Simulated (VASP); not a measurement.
## Ir: single point with RPBE

Crystal: Ir.

```xyz
4
Lattice="2.8564 0.0000 0.0000 -1.4282 2.4737 0.0000 0.0000 0.0000 9.3313" Properties=species:S:1:pos:R:3 pbc="T T T"
Ir    1.4282    2.4737    9.3313
Ir    1.4282    2.4737    4.6657
Ir    0.0000    1.6491    2.3328
Ir    1.4282    0.8246    6.9985
```

This cell differs from its parent crystal: volume scaled by 1.12.

```json
{
 "Program": "VASP 6.6.1",
 "Task": "single point",
 "Functional": "RPBE",
 "Potentials or basis": "VASP PAW PBE potentials, release 64 (Ir)",
 "Cutoff": "520 eV",
 "k mesh": "15 × 15 × 4",
 "Occupations": "fermi-dirac, width 0.1 eV",
 "Spin": "no spin polarisation"
}
```

| Quantity | Value |
| --- | --- |
| Pressure | -27.6 GPa |
| Band gap on the k mesh | zero (band 18 reaches 8.76 eV, above the bottom of band 19 at 6.82 eV) |

Stress tensor (GPa, compression positive):
```
-27.50   0.00   0.00
  0.00 -27.50   0.00
  0.00   0.00 -27.65
```

Levels at points of the mesh, in eV from the Fermi level:
| k point | band 15 | band 16 | band 17 | band 18 | band 19 | band 20 | band 21 | band 22 |
| --- | --- | --- | --- | --- | --- | --- | --- | --- |
| (0.00, 0.00, 0.00) | -2.60 | -1.41 | -1.41 | -0.80 | -0.80 | -0.33 | -0.30 | -0.30 |
| (0.00, 0.00, 0.50) | -2.10 | -2.10 | -1.10 | -1.10 | -1.10 | -1.10 | 0.15 | 0.15 |

Run time: 86 s on 1 thread of Intel Xeon 6975P-C (shared host), peak memory 0.26 GiB.

Caveat: the PAW data sets were made with another functional, which shifts forces and pressure a little; spin-orbit coupling is left out, which moves the levels of the heavy elements.
